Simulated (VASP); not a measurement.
SiC, 2 atoms in the cell. It takes space group Fm-3m (No. 225, cubic). The conventional cell has a = 4.087 Å, b = 4.087 Å, c = 4.087 Å, α = 90.00°, β = 90.00°, γ = 90.00°. Within 2.7 Å of C (site symmetry m-3m) lie 6 Si at 2.04 Å. Within 2.7 Å of Si (site symmetry m-3m) lie 6 C at 2.04 Å.  This cell differs from its parent crystal: volume scaled by 1.040.

| Quantity | Value |
| --- | --- |
| Program | VASP 6.6.1 |
| Task | single point |
| Functional | PBEsol |
| Potentials or basis | VASP PAW PBE potentials, release 64 (C, Si) |
| Cutoff | 520 eV |
| k mesh | 18 × 18 × 18 |
| Occupations | gaussian, width 0.05 eV |
| Spin | no spin polarisation |
| Dipole correction | no |
| Further INCAR settings | ALGO = Normal; EDIFF = 1e-07; NBANDS = 11 |

Potentials or basis: VASP PAW PBE potentials, release 64 (C, Si).

Launch:

```sh
$ cat potpaw_PBE.64/C/POTCAR potpaw_PBE.64/Si/POTCAR > POTCAR
$ mpirun -np 1 vasp_std > vasp.out
```

Hardware: 1 thread of Intel Xeon 8259CL (shared host).

Q: Estimate the wall time of this run.

A: Run time: 42 s on 1 thread of Intel Xeon 8259CL, with other jobs on the host, peak memory 0.16 GiB. Counts: scf iterations 13, k points 195.
